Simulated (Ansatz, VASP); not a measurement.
One calculation of TiAl, two programs

File INCAR:

```
PREC = Accurate
ENCUT = 520
EDIFF = 1E-7
ISMEAR = 0
SIGMA = 0.15
LREAL = F
LASPH = T
NELM = 60
ALGO = Fast
ISIF = 2
LWAVE = F
LCHARG = F
GGA = PS
NBANDS = 14
```

KPOINTS

```
regular mesh
0
Gamma
  16 16 16
```

File POSCAR:

```
TiAl
1.0
    2.9916137621      0.0000000000      0.0000000000
    0.0000000000      2.9916137621      0.0000000000
    0.0000000000      0.0000000000      3.5899365145
Ti Al
1 1
Direct
    0.0000000000      0.0000000000      0.0000000000
    0.5000000000      0.5000000000      0.5000000000
```

Input for Ansatz:

```yaml
crystal:
  lattice:
    - [2.9916137621, 0.0, 0.0]
    - [0.0, 2.9916137621, 0.0]
    - [0.0, 0.0, 3.5899365145]
  atoms:
    - { symbol: Ti, position: [0.0, 0.0, 0.0] }
    - { symbol: Al, position: [0.5, 0.5, 0.5] }
basis:
  ecutwfc: 420
kpoints:
  mp_grid: { grid: [16, 16, 16] }
hamiltonian:
  xc: pbesol
scf:
  occupations: { method: gaussian, width: 0.15 }
output:
  forces: true
  stress: true
  eigenvalues: true
```

Alike in both runs: task single point; functional PBEsol; k mesh 16 × 16 × 16; occupations gaussian, width 0.15 eV; no spin polarisation.

|  | VASP | Ansatz |
| --- | --- | --- |
| version | VASP 6.6.1 | Ansatz 0.2.0 |
| potentials or method | VASP PAW PBE potentials, release 64 (Ti_sv, Al), cutoff 520 eV | scalar-relativistic, plane waves, PAW |
| valence electrons in the cell | 15 | 15 |

```tsv
	VASP	Ansatz	Ansatz less VASP
gap on the k mesh at the Fermi level (eV)	none	none	-
pressure (GPa)	-2.3	-2.3	-0.05
traceless stress, the component that is largest in VASP (GPa)	6.06	6.07	+0.008
```

VASP's potentials were made for PBE, not for PBEsol. A gap of «none» marks a metal or a gap that the smearing closes. With one functional, cell and mesh, what is left measures potentials, basis and numerics.
